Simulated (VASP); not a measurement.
A run of VASP 6.6.1 is set up as follows.

File INCAR:

```
  ALGO = Normal
  EDIFF = 1E-6
  ENCUT = 520
  GGA = PS
  ISIF = 2
  ISMEAR = -1
  LASPH = True
  LCHARG = False
  LREAL = False
  LWAVE = False
  NBANDS = 12
  NELM = 80
  PREC = Accurate
  SIGMA = 0.05
```

KPOINTS

```
k-points
0
Gamma
  10 10 10
```

POSCAR

```
Sc
1.0
    0.0000000000      2.2600000000      2.2600000000
    2.2600000000      0.0000000000      2.2600000000
    2.2600000000      2.2600000000      0.0000000000
Sc
1
Direct
    0.0000000000      0.0000000000      0.0000000000
```

Potentials or basis: VASP PAW PBE potentials, release 64 (Sc_sv).

Command:

```sh
$ cat potpaw_PBE.64/Sc_sv/POTCAR > POTCAR
$ mpirun -np 1 vasp_std > vasp.out
```

(1) What does it give for the pressure?

Results:

(1) 1.3 GPa.

Caveat: the PAW data sets were made with another functional, which shifts forces and pressure a little.
